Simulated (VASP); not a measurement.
Write the native input for VASP 6.6.1 that does the following.

- Task: single point
- Functional: PBE
- Potentials or basis: VASP PAW PBE potentials, release 64 (Br, Ge_d, S)
- Cutoff: 520 eV
- k mesh: 8 × 8 × 4
- Occupations: fermi-dirac, width 0.1 eV
- Spin: no spin polarisation
- Dipole correction: no
- Further INCAR settings: ALGO = Normal; EDIFF = 1e-06; NBANDS = 36

The structure of GeSBr lies in POSCAR:

```
GeSBr
1.0
    4.2548430000      0.0000000000      0.0000000000
    0.0000000000      4.2548430000      0.0000000000
    0.0000000000      0.0000000000      8.0778240000
Br Ge S
2 2 2
Direct
    0.7500000000      0.2500000000      0.0000000000
    0.2500000000      0.7500000000      0.0000000000
    0.2500000000      0.2500000000      0.2370000000
    0.7500000000      0.7500000000      0.7630000000
    0.2500000000      0.2500000000      0.6520000000
    0.7500000000      0.7500000000      0.3480000000
```

The input as run:

INCAR

```
SYSTEM = GeSBr
PREC = Accurate ; ENCUT = 520
EDIFF = 1E-6 ; ISMEAR = -1
SIGMA = 0.1 ; LREAL = .False.
LASPH = .True. ; NELM = 80
ALGO = Normal ; ISIF = 2
LWAVE = .False. ; LCHARG = .True.
GGA = PE ; LELF = .True.
LVHAR = .True. ; NBANDS = 36
```

KPOINTS

```
Automatic mesh
0
Gamma
  8 8 4
  0 0 0
```

Potentials or basis: VASP PAW PBE potentials, release 64 (Br, Ge_d, S).

Launch:

```console
$ cat potpaw_PBE.64/Br/POTCAR potpaw_PBE.64/Ge_d/POTCAR potpaw_PBE.64/S/POTCAR > POTCAR
$ mpirun -np 1 vasp_std > vasp.out
```

Results of the run:

```
Pressure               : -0.2 GPa
Largest force          : 1.227 eV/Å
Band gap on the k mesh : zero (bands 27 and 28 overlap by 0.79 eV)
```

Caveat: forces of over 1 eV/Å act on the atoms, so gaps and moduli don't describe the material at rest.

It took 2.8 min on 1 thread of AMD EPYC 7R13 Processor (Zen 3), on a shared host, peak memory 0.34 GiB.
